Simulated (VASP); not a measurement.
Wanted: the native input for a VASP 6.6.1 run.

```
Task                   : single point
Functional             : PBE
Dispersion             : D4
Potentials or basis    : VASP PAW PBE potentials, release 64 (Fe, Co)
Cutoff                 : 600 eV
k mesh                 : 6 × 6 × 6
Occupations            : fermi-dirac, width 0.3 eV
Spin                   : collinear spin, ferromagnetic start
Starting moments       : [3.5, 2.5] μB
Dipole correction      : no
Further INCAR settings : ALGO = Normal; EDIFF = 1e-06; NBANDS = 20
```

The structure of FeCo lies in POSCAR:

```
FeCo
1.0
    2.8570000000      0.0000000000      0.0000000000
    0.0000000000      2.8570000000      0.0000000000
    0.0000000000      0.0000000000      2.8570000000
Fe Co
1 1
Direct
    0.5000000000      0.5000000000      0.5000000000
    0.0000000000      0.0000000000      0.0000000000
```

These files were run (other wordings do the same):

INCAR

```
SYSTEM = FeCo
PREC     = Accurate       ! precision mode
ENCUT    = 600            ! plane-wave cutoff, eV
EDIFF    = 1E-6           ! SCF threshold, eV
ISMEAR   = -1             ! smearing method
SIGMA    = 0.3            ! smearing width, eV
LREAL    = .FALSE.        ! projectors in reciprocal space
LASPH    = .TRUE.         ! aspherical terms in the spheres
NELM     = 200            ! most SCF steps
ALGO     = Normal         ! electronic algorithm
ISIF     = 2              ! what is computed and relaxed
LWAVE    = .FALSE.        ! write WAVECAR
LCHARG   = .TRUE.         ! write CHGCAR
ISPIN    = 2              ! spin polarisation
MAGMOM   = 3.5 2.5        ! initial moments
LORBIT   = 11             ! projections on sites
LMAXMIX  = 4              ! l up to which the mixer works
GGA      = PE             ! functional
IVDW     = 13             ! dispersion correction
LELF     = .TRUE.         ! ELF
LVHAR    = .TRUE.       
NBANDS   = 20             ! bands
GGA_COMPAT= .FALSE.
```

KPOINTS

```
Automatic mesh
0
G
  6 6 6
  0 0 0
```

Potentials or basis: VASP PAW PBE potentials, release 64 (Fe, Co).

Launch:

```sh
$ cat potpaw_PBE.64/Fe/POTCAR potpaw_PBE.64/Co/POTCAR > POTCAR
$ mpirun -np 1 vasp_std > vasp.out
```

It gave:

```
Pressure                                              : -7.8 GPa
Net moment                                            : 4.23 μB per cell
Site moments                                          : Fe +2.62; Co +1.62 μB
Valence electrons inside the program's atomic spheres : Fe 7.13; Co 8.21
Dispersion energy per atom                            : -0.372 eV
```

Caveat: the k points lie up to 0.37 Å⁻¹ apart; so wide a smearing shifts energies and pressures.

Wall time 49 s on 1 thread of Intel Xeon 8259CL (shared host), peak memory 0.16 GiB.
